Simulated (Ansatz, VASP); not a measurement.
**GeAs5: VASP beside Ansatz**

INCAR

```
SYSTEM = GeAs5
PREC = Accurate ; ENCUT = 520
EDIFF = 1E-6 ; ISMEAR = 0
SIGMA = 0.1 ; LREAL = .False.
LASPH = .True. ; NELM = 100
ALGO = Normal ; ISIF = 2
LWAVE = .False. ; LCHARG = .False.
GGA = PE ; NBANDS = 28
```

Contents of KPOINTS:

```
Automatic mesh
0
Gamma
  3 3 4
  0 0 0
```

Contents of POSCAR:

```
GeAs5
1.0
    6.1006963800      0.0000000000      0.0000000000
   -3.0503481900      5.2833580400      0.0000000000
    0.0000000000      0.0000000000      5.7347039300
Ge As
1 5
Direct
    0.0000000000      0.0000000000      0.0000000000
    0.6781055900      0.0000000000      0.5000000000
    0.3218944100      0.3218944100      0.5000000000
    0.0000000000      0.6781055900      0.5000000000
    0.6666666700      0.3333333300      0.0000000000
    0.3333333300      0.6666666700      0.0000000000
```

Input for Ansatz:

```yaml
crystal:
  lattice:
    - [6.10069638, 0.0, 0.0]
    - [-3.05034819, 5.28335804, 0.0]
    - [0.0, 0.0, 5.73470393]
  atoms:
    - { symbol: Ge, position: [0.0, 0.0, 0.0] }
    - { symbol: As, position: [0.67810559, 0.0, 0.5] }
    - { symbol: As, position: [0.32189441, 0.32189441, 0.5] }
    - { symbol: As, position: [0.0, 0.67810559, 0.5] }
    - { symbol: As, position: [0.66666667, 0.33333333, 0.0] }
    - { symbol: As, position: [0.33333333, 0.66666667, 0.0] }
basis:
  ecutwfc: 420
kpoints:
  mp_grid: { grid: [3, 3, 4] }
hamiltonian:
  xc: pbe
scf:
  occupations: { method: gaussian, width: 0.1 }
  lower_state_search: "off"
output:
  forces: true
  stress: true
  eigenvalues: true
```

Change from the starting cell: species swapped into the Ca5Mg type (P-62m, No. 189).

Alike in both runs: task single point; functional PBE; k mesh 3 × 3 × 4; occupations gaussian, width 0.1 eV; no spin polarisation.

```csv
,VASP,Ansatz
version,VASP 6.6.1,Ansatz 0.2.0
potentials or method,"VASP PAW PBE potentials, release 64 (Ge_d, As), cutoff 520 eV","scalar-relativistic, plane waves, PAW"
valence electrons in the cell,39,89
```

|  | VASP | Ansatz | Ansatz less VASP |
| --- | --- | --- | --- |
| gap on the k mesh at the Fermi level (eV) | none | none | - |
| pressure (GPa) | -13.1 | -13.1 | +0.03 |
| traceless stress, the component that is largest in VASP (GPa) | 1.22 | 1.22 | -0.001 |
| rms of the force components (eV/Å) | 0.212 | 0.212 | -0.0001 |

Atom by atom the forces differ by 0.000 eV/Å (rms over components). A gap of «none» marks a metal or a gap that the smearing closes. VASP's potentials hold 39 valence electrons a cell and Ansatz's 89, so a difference there can come from the potentials and not from the codes.

The k mesh is coarse, so the values compare programs but aren't converged.
